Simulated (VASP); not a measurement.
AgBr:

```xyz
2
Lattice="0.0000 2.8892 2.8892 2.8892 0.0000 2.8892 2.8892 2.8892 0.0000" Properties=species:S:1:pos:R:3 pbc="T T T"
Ag    0.0000    0.0000    0.0000
Br    2.8892    2.8892    2.8892
```

This cell differs from its parent crystal: volume scaled by 1.02.

Program: VASP 6.6.1. Alike in all runs: task single point; potentials or basis VASP PAW PBE potentials, release 64 (Ag, Br); no spin polarisation; cell as given; k mesh 8 × 8 × 8; cutoff (eV) 500; smearing fermi-dirac 0.05 eV.

**Question.** Order these runs on this cell by their pressure, lowest first.
A. level PBE
B. level BLYP
C. level PBEsol

**Answer.** C (-2.5 GPa), A (1.3 GPa), B (5.0 GPa).

Caveats: the PAW data sets were made with another functional, which shifts forces and pressure a little (some runs).
